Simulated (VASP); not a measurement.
# Sb (Pm-3m) in VASP: single point with PBEsol

Aim: the single point of Sb with PBEsol.

Everything below comes from runs of VASP 6.6.1. Logs are shortened: lines on timing, memory, paths and dates and some standing lists are left out, and cuts for length are marked.

## (1) The cell of the first run

The structure is cubic, space group Pm-3m (No. 221). The conventional cell has a = 4.091 Å, b = 4.091 Å, c = 4.091 Å, α = 90.00°, β = 90.00°, γ = 90.00°. Within 5.4 Å of Sb (site symmetry m-3m) lie 6 Sb at 4.09 Å.

## (2) Single point, PBEsol

File INCAR:

```
SYSTEM = Sb
PREC = Accurate ; ENCUT = 500
EDIFF = 1E-6 ; ISMEAR = -1
SIGMA = 0.05 ; LREAL = .False.
LASPH = .True. ; NELM = 120
ALGO = Normal ; ISIF = 2
LWAVE = .False. ; LCHARG = .True.
GGA = PS ; LELF = .True.
LVHAR = .True. ; NBANDS = 8
GGA_COMPAT = .False.
```

File KPOINTS:

```
Automatic mesh
0
Gamma
  6 6 6
  0 0 0
```

File POSCAR:

```
Sb
1.0
    4.0905400000      0.0000000000      0.0000000000
    0.0000000000      4.0905400000      0.0000000000
    0.0000000000      0.0000000000      4.0905400000
Sb
1
Direct
    0.5000000000      0.5000000000      0.5000000000
```

Potentials or basis: VASP PAW PBE potentials, release 64 (Sb).

On the command line:

```
cat potpaw_PBE.64/Sb/POTCAR > POTCAR
mpirun -np 1 vasp_std > vasp.out
```

OUTCAR:

```text
SYSTEM = Sb
   PREC = Accurate
   ENCUT = 500
   EDIFF = 1E-6
   ISMEAR = -1
   LREAL = .False.
   LASPH = .True.
   NELM = 120
   ISIF = 2
   GGA = PS

 ion  position               nearest neighbor table
   1  0.500  0.500  0.500-

  LATTYP: Found a simple cubic cell.
 ALAT       =     4.0905400000

  Lattice vectors:

 A1 = (   4.0905400000,   0.0000000000,   0.0000000000)
 A2 = (   0.0000000000,   4.0905400000,   0.0000000000)
 A3 = (   0.0000000000,   0.0000000000,   4.0905400000)

Analysis of symmetry for initial positions (statically):
=====================================================================
 Subroutine PRICEL returns:
 Original cell was already a primitive cell.

 Routine SETGRP: Setting up the symmetry group for a
 simple cubic supercell.

 Subroutine GETGRP returns: Found 48 space group operations
 (whereof 48 operations were pure point group operations)
 out of a pool of 48 trial point group operations.

The static configuration has the point symmetry O_h .

Analysis of symmetry for dynamics (positions and initial velocities):
=====================================================================
 Subroutine PRICEL returns:
 Original cell was already a primitive cell.

 Routine SETGRP: Setting up the symmetry group for a
 simple cubic supercell.

 Subroutine GETGRP returns: Found 48 space group operations
 (whereof 48 operations were pure point group operations)
 out of a pool of 48 trial point group operations.

The dynamic configuration has the point symmetry O_h .

 Subroutine INISYM returns: Found 48 space group operations
 (whereof 48 operations are pure point group operations),
 and found     1 'primitive' translations

----------------------------------------------------------------------------------------

                                     Primitive cell

  volume of cell :      68.4450

  direct lattice vectors                    reciprocal lattice vectors
     4.090540000  0.000000000  0.000000000     0.244466501  0.000000000  0.000000000
     0.000000000  4.090540000  0.000000000     0.000000000  0.244466501  0.000000000
     0.000000000  0.000000000  4.090540000     0.000000000  0.000000000  0.244466501

  length of vectors
     4.090540000  4.090540000  4.090540000     0.244466501  0.244466501  0.244466501

  position of ions in fractional coordinates (direct lattice)
     0.500000000  0.500000000  0.500000000

  ion indices of the primitive-cell ions
   primitive index   ion index
                 1           1

----------------------------------------------------------------------------------------

 KPOINTS: Automatic mesh

Automatic generation of k-mesh.
 Grid dimensions read from file:
 generate k-points for:    6    6    6

 Generating k-lattice:

  Cartesian coordinates                     Fractional coordinates (reciprocal lattice)
     0.040744417  0.000000000  0.000000000     0.166666667  0.000000000  0.000000000
     0.000000000  0.040744417  0.000000000     0.000000000  0.166666667  0.000000000
     0.000000000  0.000000000  0.040744417     0.000000000  0.000000000  0.166666667

  Length of vectors
     0.040744417  0.040744417  0.040744417

  Shift w.r.t. Gamma in fractional coordinates (k-lattice)
     0.000000000  0.000000000  0.000000000

 Subroutine IBZKPT returns following result:
 ===========================================

 Found     20 irreducible k-points:

 Following reciprocal coordinates:
            Coordinates               Weight
  0.000000  0.000000  0.000000      1.000000
  0.166667  0.000000  0.000000      6.000000
  0.333333  0.000000  0.000000      6.000000
  0.500000  0.000000  0.000000      3.000000
  0.166667  0.166667  0.000000     12.000000
  0.333333  0.166667  0.000000     24.000000
[... 12 lines left out ...]
  0.500000  0.500000  0.333333      6.000000
  0.500000  0.500000  0.500000      1.000000
   k-points           NKPTS =     20   k-points in BZ     NKDIM =     20   number of bands    NBANDS=      8
   number of dos      NEDOS =    301   number of ions     NIONS =      1
   total plane-waves  NPLWV =  27000
   dimension x,y,z NGX =    30 NGY =   30 NGZ =   30
   dimension x,y,z NGXF=    60 NGYF=   60 NGZF=   60
   ions per type =               1
   NGX,Y,Z   is equivalent  to a cutoff of  12.19, 12.19, 12.19 a.u.
   NGXF,Y,Z  is equivalent  to a cutoff of  24.38, 24.38, 24.38 a.u.
 SYSTEM =  Sb
   PREC   = accura    normal or accurate (medium, high low for compatibility)
   ISTART =      0    job   : 0-new  1-cont  2-samecut
   ICHARG =      2    charge: 1-file 2-atom 10-const
   ISPIN  =      1    spin polarized calculation?
   LNONCOLLINEAR =      F non collinear calculations
   LSORBIT =      F    spin-orbit coupling
   LASPH  =      T    aspherical Exc in radial PAW
   ENCUT  =  500.0 eV  36.75 Ry    6.06 a.u.   7.46  7.46  7.46*2*pi/ulx,y,z
   NELM   =    120;   NELMIN=  2; NELMDL= -5     # of ELM steps
   EDIFF  = 0.1E-05   stopping-criterion for ELM
   LREAL  =      F    real-space projection
   EDIFFG = 0.1E-04   stopping-criterion for IOM
   NSW    =      0    number of steps for IOM
   IBRION =     -1    ionic relax: 0-MD 1-quasi-New 2-CG
   NFREE  =      0    steps in history (QN), initial steepest desc. (CG)
   ISIF   =      2    stress and relaxation
   ISYM   =      2    0-nonsym 1-usesym 2-fastsym
   POTIM  = 0.5000    time-step for ionic-motion
   TEBEG  =    0.0;   TEEND  =   0.0 temperature during run
   PSTRESS=    0.0 pullay stress
   NELECT =       5.0000    total number of electrons
   NUPDOWN=      -1.0000    fix difference up-down
   EMIN   =  10.00;   EMAX   =-10.00  energy-range for DOS
   EFERMI =   0.00;   METHOD = LEGACY
   ISMEAR =    -1;   SIGMA  =   0.05  broadening in eV -4-tet -1-fermi 0-gaus
   EFERMI_NEDOS =   21; number of points for ismear=-14 and -15
   IALGO  =     38    algorithm
   IMIX   =      4    mixing-type and parameters
     AMIX     =   0.40;   BMIX     =  1.00
     AMIX_MAG =   1.60;   BMIX_MAG =  1.00
  volume/ion in A,a.u.               =      68.45       461.89
  Fermi-wavevector in a.u.,A,eV,Ry     =   0.684359  1.293252  6.372257  0.468348
  Thomas-Fermi vector in A             =   1.763989
   LORBIT       =      0    0 simple, 1 ext, 2 COOP (PROOUT), +10 PAW based schemes
   GGA     = PS    functional components
   LHFCALC =     F    Hartree Fock is set to
   AEXX    =    0.0000 exact exchange contribution
   IVDW    =     0    specifies the selected vdW correction
   LEPSILON=     F    determine dielectric tensor
   LRPA    =     F    only Hartree local field effects (RPA)
 non-spin polarized calculation
  energy-cutoff  :      500.00
  volume of cell :       68.45
 maximum number of plane-waves:      1755
 NGX is ok and might be reduce to    30
   NGX = 15   NGY = 15   NGZ = 15

 number of electron       4.9999998 magnetization

 Free energy of the ion-electron system (eV)
  ---------------------------------------------------
  ext. energy  EPLUGINS =         0.00000000
  ---------------------------------------------------
  free energy    TOTEN  =        -2.54274309 eV

  energy without entropy =       -2.53906289  energy(sigma->0) =       -2.54090299

 E-fermi :   0.0520     XC(G=0):  -6.5877

 val. band max:       -0.0395886888   @ k =   0.5000   0.5000   0.3333
 cond. band min:       0.1787695917   @ k =   0.1667   0.0000   0.0000
 fundamental gap:      0.2183582805
 Fermi energy:         0.0520335951

 k-point     1 :       0.0000    0.0000    0.0000
  band No.  band energies     occupation
      1      -8.7888      2.00000
      2       1.2818      0.00000
      3       1.2818      0.00000
      4       1.2818      0.00000
      5       4.4485      0.00000
      6       6.2702      0.00000
      7       6.2702      0.00000
      8      12.8139      0.00000

 k-point     2 :       0.1667    0.0000    0.0000
  band No.  band energies     occupation
      1      -8.6797      2.00000
      2       0.1788      0.14692
      3       1.3820      0.00000
      4       1.3820      0.00000
      5       5.0276      0.00000
      6       6.4513      0.00000
      7       7.4361      0.00000
      8      11.0513      0.00000

 k-point     3 :       0.3333    0.0000    0.0000
  band No.  band energies     occupation
      1      -8.4358      2.00000
      2      -1.2442      2.00000
      3       1.6008      0.00000
      4       1.6008      0.00000
      5       5.7987      0.00000
      6       6.9201      0.00000
      7       8.5647      0.00000
      8       9.5998      0.00000

 k-point     4 :       0.5000    0.0000    0.0000
  band No.  band energies     occupation
      1      -8.2973      2.00000
      2      -1.8169      2.00000
      3       1.7215      0.00000
      4       1.7215      0.00000
      5       6.4285      0.00000
      6       7.2617      0.00000
      7       7.8560      0.00000
      8       9.0543      0.00000

 k-point     5 :       0.1667    0.1667    0.0000
  band No.  band energies     occupation
      1      -8.5715      2.00000
      2       0.2121      0.07818
      3       0.4009      0.00186
      4       1.4805      0.00000
      5       5.6165      0.00000
      6       7.1852      0.00000
      7       7.8677      0.00000
      8       9.4368      0.00000
[... 133 lines left out ...]
 k-point    18 :       0.5000    0.3333    0.3333
  band No.  band energies     occupation
      1      -7.6344      2.00000
      2      -0.9150      2.00000
      3      -0.2383      1.99400
      4      -0.1593      1.97124
      5       5.2798      0.00000
      6       5.9038      0.00000
      7       6.6649      0.00000
      8       9.4029      0.00000

 k-point    19 :       0.5000    0.5000    0.3333
  band No.  band energies     occupation
      1      -7.5079      2.00000
      2      -0.7382      2.00000
      3      -0.7382      2.00000
      4      -0.0396      1.72411
      5       4.9160      0.00000
      6       6.0676      0.00000
      7       6.0676      0.00000
      8       8.4889      0.00000

 k-point    20 :       0.5000    0.5000    0.5000
  band No.  band energies     occupation
      1      -7.3833      2.00000
      2      -0.5721      1.99999
      3      -0.5721      1.99999
      4      -0.5721      1.99999
      5       5.4397      0.00000
      6       5.4397      0.00000
      7       5.4397      0.00000
      8       7.4869      0.00000

------------------------ aborting loop because EDIFF is reached ----------------------------------------

  FORCE on cell =-STRESS in cart. coord.  units (eV):
  Direction    XX          YY          ZZ          XY          YZ          ZX
  --------------------------------------------------------------------------------------
  -------------------------------------------------------------------------------------
  Total       -3.0408578     -3.0408578     -3.0408578     -0.0000000     -0.0000000      0.0000000
  in kB      -71.1811112    -71.1811112    -71.1811112     -0.0000000     -0.0000000      0.0000000
  external PRESSURE =     -71.1811112 kB  Pullay stress =       0.0000000 kB

 VOLUME and BASIS-vectors are now :
 -----------------------------------------------------------------------------
  energy-cutoff  :      500.00
  volume of cell :       68.45
      direct lattice vectors                 reciprocal lattice vectors
     4.090540000  0.000000000  0.000000000     0.244466501  0.000000000  0.000000000
     0.000000000  4.090540000  0.000000000     0.000000000  0.244466501  0.000000000
     0.000000000  0.000000000  4.090540000     0.000000000  0.000000000  0.244466501

 POSITION                                       TOTAL-FORCE (eV/Angst)
 -----------------------------------------------------------------------------------
      2.04527      2.04527      2.04527         0.000000      0.000000      0.000000
 -----------------------------------------------------------------------------------
    total drift:                                0.000000      0.000000     -0.000000

  FREE ENERGIE OF THE ION-ELECTRON SYSTEM (eV)
  ---------------------------------------------------
  free  energy   TOTEN  =        -2.5427430949 eV

  energy  without entropy=       -2.5390628857  energy(sigma->0) =       -2.54090299
```

Run time: 6.2 s. Hardware: 1 thread of Intel Xeon 6975P-C, shared host; peak memory 0.16 GiB.

What came out:

```yaml
Free_energy: -2.5427 eV
Pressure: -7.1 GPa
```

Levels at points of the mesh, in eV from the Fermi level:
| k point | band 1 | band 2 | band 3 | band 4 | band 5 | band 6 |
| --- | --- | --- | --- | --- | --- | --- |
| (0.00, 0.00, 0.00) | -8.84 | 1.23 | 1.23 | 1.23 | 4.40 | 6.22 |
| (0.50, 0.00, 0.00) | -8.35 | -1.87 | 1.67 | 1.67 | 6.38 | 7.21 |
| (0.50, 0.50, 0.00) | -7.88 | -1.20 | -1.20 | 2.07 | 4.05 | 7.92 |
| (0.50, 0.50, 0.50) | -7.44 | -0.62 | -0.62 | -0.62 | 5.39 | 5.39 |

Caveat: the PAW data sets were made with another functional, which shifts forces and pressure a little; spin-orbit coupling is left out, which moves the levels of the heavy elements.
